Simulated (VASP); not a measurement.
# C12Cl in VASP: relaxation of the atoms with PBE

Aim: the relaxation of the atoms of C12Cl with PBE.

Program: VASP 6.6.1. These are calculated values, not measurements. Logs are shortened: lines on timing, memory, paths and dates and some standing lists are left out, and cuts for length are marked.

**1. The cell of the first run**

The cell holds a wire or tube with vacuum around it, 13 atoms: a = 4.933 Å, b = 8.872 Å, c = 20.291 Å, α = 90.00°, β = 90.00°, γ = 97.99°.

**2. Relaxation of the atoms, PBE**

The input, INCAR:

```
SYSTEM = C12Cl
PREC     = Accurate       ! precision mode
ENCUT    = 520            ! plane-wave cutoff, eV
EDIFF    = 1E-7           ! SCF threshold, eV
ISMEAR   = 0              ! smearing method
SIGMA    = 0.1            ! smearing width, eV
LREAL    = .FALSE.        ! projectors in reciprocal space
LASPH    = .TRUE.         ! aspherical terms in the spheres
NELM     = 120            ! most SCF steps
ALGO     = Normal         ! electronic algorithm
ISIF     = 2              ! what is computed and relaxed
LWAVE    = .FALSE.        ! write WAVECAR
LCHARG   = .FALSE.        ! write CHGCAR
LDIPOL   = .TRUE.       
IDIPOL   = 3            
DIPOL    = 0.5 0.5 0.332
GGA      = PE             ! functional
IBRION   = 2              ! ionic algorithm
NSW      = 36             ! ionic steps
EDIFFG   = -0.025         ! ionic threshold
GGA_COMPAT= .FALSE.      
NELMIN   = 4            
NELMDL   = -8           
KPAR     = 4
```

The input, KPOINTS:

```
regular mesh
0
G
  6 3 1
  0 0 0
```

The input, POSCAR:

```
C12Cl
1.0
    4.9326910638      0.0000000000      0.0000000000
   -1.2331727659      8.7858796652      0.0000000000
    0.0000000000      0.0000000000     20.2907143276
C Cl
12 1
Selective dynamics
Direct
    0.0197005045      0.0788020181      0.1971345087  F F F
    0.5197005045      0.0788020181      0.1971345087  F F F
    0.2746256306      0.0985025226      0.2311704171  F F F
    0.7746256306      0.0985025226      0.2311704171  F F F
    0.2844758829      0.1379035317      0.2992422339  F F F
    0.7844758829      0.1379035317      0.2992422339  F F F
    0.0392966974      0.1571967136      0.3324023517  F F F
    0.5392966974      0.1571967136      0.3324023517  F F F
    0.0496769426      0.1987212268      0.4035397394  F F F
    0.5496769426      0.1987212268      0.4035397394  F F F
    0.3040736089      0.2163107297      0.4332382875  F F F
    0.8040736089      0.2163107297      0.4332382875  F F F
    0.3040736089      0.2163107297      0.5209631439  F F T
```

Potentials or basis: VASP PAW PBE potentials, release 64 (C, Cl).

Launch:

```sh
$ cat potpaw_PBE.64/C/POTCAR potpaw_PBE.64/Cl/POTCAR > POTCAR
$ mpirun -np 4 vasp_std > vasp.out
```

OUTCAR:

```text
SYSTEM = C12Cl
   PREC = Accurate
   ENCUT = 520
   EDIFF = 1E-7
   ISMEAR = 0
   LREAL = .FALSE.
   LASPH = .TRUE.
   NELM = 120
   ISIF = 2
   GGA = PE
   IBRION = 2
   NSW = 36
   EDIFFG = -0.025
   NELMIN = 4
   NELMDL = -8

 ion  position               nearest neighbor table
   1  0.020  0.079  0.197-   3 1.42   4 1.42
   2  0.520  0.079  0.197-   4 1.42   3 1.42
   3  0.275  0.099  0.231-   1 1.42   2 1.42   5 1.42
   4  0.775  0.099  0.231-   2 1.42   1 1.42   6 1.42
   5  0.284  0.138  0.299-   8 1.41   7 1.41   3 1.42
   6  0.784  0.138  0.299-   7 1.41   8 1.41   4 1.42
   7  0.039  0.157  0.332-   6 1.41   5 1.41   9 1.49
   8  0.539  0.157  0.332-   5 1.41   6 1.41  10 1.49
   9  0.050  0.199  0.404-  11 1.38  12 1.38   7 1.49
  10  0.550  0.199  0.404-  12 1.38  11 1.38   8 1.49
  11  0.304  0.216  0.433-   9 1.38  10 1.38  13 1.78
  12  0.804  0.216  0.433-  10 1.38   9 1.38
  13  0.304  0.216  0.521-  11 1.78

  LATTYP: Found a simple monoclinic cell.
 ALAT       =     4.9326910638
 B/A-ratio  =     4.1135181720
 C/A-ratio  =     1.7986126829
 COS(beta)  =    -0.1389960175

  Lattice vectors:

 A1 = (   4.9326910638,   0.0000000000,   0.0000000000)
 A2 = (   0.0000000000,   0.0000000000, -20.2907143276)
 A3 = (  -1.2331727659,   8.7858796652,   0.0000000000)

Analysis of symmetry for initial positions (statically):
=====================================================================
 Subroutine PRICEL returns:
 Original cell was already a primitive cell.

 Routine SETGRP: Setting up the symmetry group for a
 simple monoclinic supercell.

 Subroutine GETGRP returns: Found  1 space group operations
 (whereof  1 operations were pure point group operations)
 out of a pool of  4 trial point group operations.

The static configuration has the point symmetry C_1 .

Analysis of symmetry for dynamics (positions and initial velocities):
=====================================================================
 Subroutine PRICEL returns:
 Original cell was already a primitive cell.

 Routine SETGRP: Setting up the symmetry group for a
 simple monoclinic supercell.

 Subroutine GETGRP returns: Found  1 space group operations
 (whereof  1 operations were pure point group operations)
 out of a pool of  4 trial point group operations.

The dynamic configuration has the point symmetry C_1 .

Analysis of constrained symmetry for selective dynamics:
=====================================================================
 Subroutine PRICEL returns:
 Original cell was already a primitive cell.

 Routine SETGRP: Setting up the symmetry group for a
 simple monoclinic supercell.

 Subroutine GETGRP returns: Found  1 space group operations
 (whereof  1 operations were pure point group operations)
 out of a pool of  4 trial point group operations.

The constrained configuration has the point symmetry C_1 .

 Subroutine INISYM returns: Found  1 space group operations
 (whereof  1 operations are pure point group operations),
 and found     1 'primitive' translations

----------------------------------------------------------------------------------------

                                     Primitive cell

  volume of cell :     879.3596

  direct lattice vectors                    reciprocal lattice vectors
     4.932691064  0.000000000  0.000000000     0.202729096  0.028454749  0.000000000
    -1.233172766  8.785879665  0.000000000     0.000000000  0.113818996  0.000000000
     0.000000000  0.000000000 20.290714328     0.000000000  0.000000000  0.049283627

  length of vectors
     4.932691064  8.872000708 20.290714328     0.204716289  0.113818996  0.049283627

  position of ions in fractional coordinates (direct lattice)
     0.019700505  0.078802018  0.197134509
     0.519700505  0.078802018  0.197134509
     0.274625631  0.098502523  0.231170417
     0.774625631  0.098502523  0.231170417
     0.284475883  0.137903532  0.299242234
     0.784475883  0.137903532  0.299242234
     0.039296697  0.157196714  0.332402352
     0.539296697  0.157196714  0.332402352
[... 31 lines left out ...]

  Cartesian coordinates                     Fractional coordinates (reciprocal lattice)
     0.033788183  0.004742458  0.000000000     0.166666667  0.000000000  0.000000000
     0.000000000  0.037939665  0.000000000     0.000000000  0.333333333  0.000000000
     0.000000000  0.000000000  0.049283627     0.000000000  0.000000000  1.000000000

  Length of vectors
     0.034119382  0.037939665  0.049283627

  Shift w.r.t. Gamma in fractional coordinates (k-lattice)
     0.000000000  0.000000000  0.000000000

 Subroutine IBZKPT returns following result:
 ===========================================

 Found     10 irreducible k-points:

 Following reciprocal coordinates:
            Coordinates               Weight
  0.000000  0.000000  0.000000      1.000000
  0.166667 -0.000000  0.000000      2.000000
  0.333333 -0.000000  0.000000      2.000000
  0.500000 -0.000000  0.000000      1.000000
  0.000000  0.333333  0.000000      2.000000
  0.166667  0.333333  0.000000      2.000000
  0.333333  0.333333  0.000000      2.000000
  0.500000  0.333333  0.000000      2.000000
 -0.333333  0.333333  0.000000      2.000000
 -0.166667  0.333333  0.000000      2.000000
   k-points           NKPTS =     10   k-points in BZ     NKDIM =     10   number of bands    NBANDS=     34
   number of dos      NEDOS =    301   number of ions     NIONS =     13
   total plane-waves  NPLWV = 448000
   dimension x,y,z NGX =    40 NGY =   70 NGZ =  160
   dimension x,y,z NGXF=    80 NGYF=  140 NGZF=  320
   ions per type =              12   1
   NGX,Y,Z   is equivalent  to a cutoff of  13.48, 13.12, 13.11 a.u.
   NGXF,Y,Z  is equivalent  to a cutoff of  26.96, 26.23, 26.22 a.u.
 SYSTEM =  C12Cl
   PREC   = accura    normal or accurate (medium, high low for compatibility)
   ISTART =      0    job   : 0-new  1-cont  2-samecut
   ICHARG =      2    charge: 1-file 2-atom 10-const
   ISPIN  =      1    spin polarized calculation?
   LNONCOLLINEAR =      F non collinear calculations
   LSORBIT =      F    spin-orbit coupling
   LASPH  =      T    aspherical Exc in radial PAW
   ENCUT  =  520.0 eV  38.22 Ry    6.18 a.u.   9.17 16.50 37.73*2*pi/ulx,y,z
   NELM   =    120;   NELMIN=  4; NELMDL= -8     # of ELM steps
   EDIFF  = 0.1E-06   stopping-criterion for ELM
   LREAL  =      F    real-space projection
   EDIFFG = -.3E-01   stopping-criterion for IOM
   NSW    =     36    number of steps for IOM
   IBRION =      2    ionic relax: 0-MD 1-quasi-New 2-CG
   NFREE  =      1    steps in history (QN), initial steepest desc. (CG)
   ISIF   =      2    stress and relaxation
   ISYM   =      2    0-nonsym 1-usesym 2-fastsym
   POTIM  = 0.5000    time-step for ionic-motion
   TEBEG  =    0.0;   TEEND  =   0.0 temperature during run
   PSTRESS=    0.0 pullay stress
   NELECT =      55.0000    total number of electrons
   NUPDOWN=      -1.0000    fix difference up-down
   EMIN   =  10.00;   EMAX   =-10.00  energy-range for DOS
   EFERMI =   0.00;   METHOD = LEGACY
   ISMEAR =     0;   SIGMA  =   0.10  broadening in eV -4-tet -1-fermi 0-gaus
   EFERMI_NEDOS =   21; number of points for ismear=-14 and -15
   IALGO  =     38    algorithm
   IMIX   =      4    mixing-type and parameters
     AMIX     =   0.40;   BMIX     =  1.00
     AMIX_MAG =   1.60;   BMIX_MAG =  1.00
  volume/ion in A,a.u.               =      67.64       456.48
  Fermi-wavevector in a.u.,A,eV,Ry     =   0.649841  1.228021  5.745644  0.422293
  Thomas-Fermi vector in A             =   1.718927
   LORBIT       =      0    0 simple, 1 ext, 2 COOP (PROOUT), +10 PAW based schemes
   GGA     = PE    functional components
   LHFCALC =     F    Hartree Fock is set to
   AEXX    =    0.0000 exact exchange contribution
   IVDW    =     0    specifies the selected vdW correction
   LEPSILON=     F    determine dielectric tensor
   LRPA    =     F    only Hartree local field effects (RPA)
 conjugate gradient relaxation of ions
 non-spin polarized calculation
 Gauss-broadening in eV      SIGMA  =   0.10
  energy-cutoff  :      520.00
  volume of cell :      879.36
 maximum number of plane-waves:     23724
 NGX is ok and might be reduce to    40
   NGX = 19   NGY = 33   NGZ = 75

 dipolmoment           0.000000      0.000000      0.017820 electrons x Angstroem

--------------------------------------- Ionic step        1  -------------------------------------------

 number of electron      55.0000000 magnetization

 Free energy of the ion-electron system (eV)
  ---------------------------------------------------
  ext. energy  EPLUGINS =         0.00000000
  ---------------------------------------------------
  free energy    TOTEN  =      -102.49323733 eV

  energy without entropy =     -102.44764523  energy(sigma->0) =     -102.47044128

------------------------ aborting loop because EDIFF is reached ----------------------------------------

  FORCE on cell =-STRESS in cart. coord.  units (eV):
  Direction    XX          YY          ZZ          XY          YZ          ZX
  --------------------------------------------------------------------------------------
  -------------------------------------------------------------------------------------
  Total        1.1709122     -0.0956133      0.4346361      0.0001809      0.6041255      0.0009357
  in kB        2.1333809     -0.1742057      0.7918991      0.0003296      1.1007057      0.0017048
  external PRESSURE =       0.9170248 kB  Pullay stress =       0.0000000 kB
[... 81 lines left out ...]
--------------------------------------- Ionic step        3  -------------------------------------------

 number of electron      55.0000002 magnetization

 dipolmoment           0.000000      0.000000     -0.212533 electrons x Angstroem

 Free energy of the ion-electron system (eV)
  ---------------------------------------------------
  ext. energy  EPLUGINS =         0.00000000
  ---------------------------------------------------
  free energy    TOTEN  =      -102.52001138 eV

  energy without entropy =     -102.47573229  energy(sigma->0) =     -102.49787184

 E-fermi :  -4.1117     XC(G=0):  -2.2517

 val. band max:       -4.1687626564   @ k =   0.3333   0.3333   0.0000
 cond. band min:      -4.0611041285   @ k =   0.5000  -0.0000   0.0000
 fundamental gap:      0.1076585279
 Fermi energy:        -4.1116926807

 k-point     1 :       0.0000    0.0000    0.0000
  band No.  band energies     occupation
      1     -23.0984      2.00000
      2     -22.0499      2.00000
      3     -20.5014      2.00000
      4     -18.7757      2.00000
      5     -18.7261      2.00000
      6     -18.6105      2.00000
[... 359 lines left out ...]
     33      -0.1021      0.00000
     34       0.1935      0.00000

------------------------ aborting loop because EDIFF is reached ----------------------------------------

 vacuum level on the upper side and lower side of the slab       (xc-potential included)        -0.440         0.425

  FORCE on cell =-STRESS in cart. coord.  units (eV):
  Direction    XX          YY          ZZ          XY          YZ          ZX
  --------------------------------------------------------------------------------------
  -------------------------------------------------------------------------------------
  Total        1.2537426     -0.0926652      2.5260662      0.0001733      0.6801056      0.0009694
  in kB        2.2842964     -0.1688343      4.6024472      0.0003157      1.2391402      0.0017663
  external PRESSURE =       2.2393031 kB  Pullay stress =       0.0000000 kB
[... 28 lines left out ...]
  FREE ENERGIE OF THE ION-ELECTRON SYSTEM (eV)
  ---------------------------------------------------
  free  energy   TOTEN  =      -102.5200113814 eV

  energy  without entropy=     -102.4757322893  energy(sigma->0) =     -102.49787184

 reached required accuracy - stopping structural energy minimisation

 vacuum level on the upper side and lower side of the slab         1.078         1.965
```

Wall time 10 min (4 MPI ranks of Intel Xeon Platinum 8488C (Sapphire Rapids), shared host); peak memory 1.1 GiB.

What came out:

* Free energy: -102.5200 eV
* Energy gained by relaxing: 2.1 meV/atom
* Ionic steps: 3
* Band gap on the k mesh: zero (an odd number of electrons rules out a gap without spin polarisation)

The path:
```csv
step,energy change (eV),largest force on free atoms (eV/Å),pressure (GPa)
1,0.0000,1.0075,0.09
2,-0.0267,0.0502,0.22
3,-0.0268,0.0004,0.22
```

Final structure:
```
C Cl
1.0
     4.93269    0.00000    0.00000
    -1.23317    8.78588    0.00000
     0.00000    0.00000   20.29071
C Cl
12 1
Cartesian
  0.0000 0.6923 4.0000
  2.4663 0.6923 4.0000
  1.2332 0.8654 4.6906
  3.6995 0.8654 4.6906
  1.2332 1.2116 6.0718
  3.6995 1.2116 6.0718
  0.0000 1.3811 6.7447
  2.4663 1.3811 6.7447
  0.0000 1.7459 8.1881
  2.4663 1.7459 8.1881
  1.2332 1.9005 8.7907
  3.6995 1.9005 8.7907
  1.2332 1.9005 10.5199
```

Caveat: an odd number of electrons without spin polarisation forces a metal; a magnetic or distorted state may lie lower.

The gap in the log of VASP goes by the Fermi energy; the results here count the filled bands.